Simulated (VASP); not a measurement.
A run of VASP 6.6.1 is set up as follows.

The input INCAR:

```
PREC     = Accurate       # precision mode
ENCUT    = 500            # plane-wave cutoff, eV
EDIFF    = 1E-6           # SCF threshold, eV
ISMEAR   = 0              # smearing method
SIGMA    = 0.2            # smearing width, eV
LREAL    = F              # projectors in reciprocal space
LASPH    = T              # aspherical terms in the spheres
NELM     = 200            # most SCF steps
ALGO     = Normal         # electronic algorithm
ISIF     = 2              # what is computed and relaxed
LWAVE    = F              # write WAVECAR
LCHARG   = F              # write CHGCAR
GGA      = PE             # functional
NBANDS   = 26             # bands
GGA_COMPAT= F            
LMAXMIX  = 6              # l up to which the mixer works
```

The input KPOINTS:

```
Automatic mesh
0
Gamma
  3 3 3
```

POSCAR

```
TmI4
1.0
    6.7900623962      0.0000000000      0.0000000000
   -3.3950311981      5.8803665284      0.0000000000
    0.0000000000      0.0000000000      5.8677989663
Tm I
1 4
Direct
    0.0000000000      0.0000000000      0.5000000000
    0.5000000000      0.0000000000      0.5000000000
    0.0000000000      0.5000000000      0.5000000000
    0.5000000000      0.5000000000      0.5000000000
    0.0000000000      0.0000000000      0.0000000000
```

Potentials or basis: VASP PAW PBE potentials, release 64 (Tm_3, I), 4f in core.

The run is started by

```bash
$ cat potpaw_PBE.64/Tm_3/POTCAR potpaw_PBE.64/I/POTCAR > POTCAR
$ mpirun -np 1 vasp_std > vasp.out
```

Task: What does it give for the pressure?

Result: 0.1 GPa.

Task: Predict the band gap on the k mesh.

Result: Zero (an odd number of electrons rules out a gap without spin polarisation).

Caveat: spin-orbit coupling is left out, which moves the levels of the heavy elements; the 4f electrons are frozen in the core, so they carry no moment and show no levels; an odd number of electrons without spin polarisation forces a metal; a magnetic or distorted state may lie lower; the run has no spin polarisation, though such a crystal can be magnetic. Spin polarisation is off, so any magnetic state and its effect on volume and gap are missing.
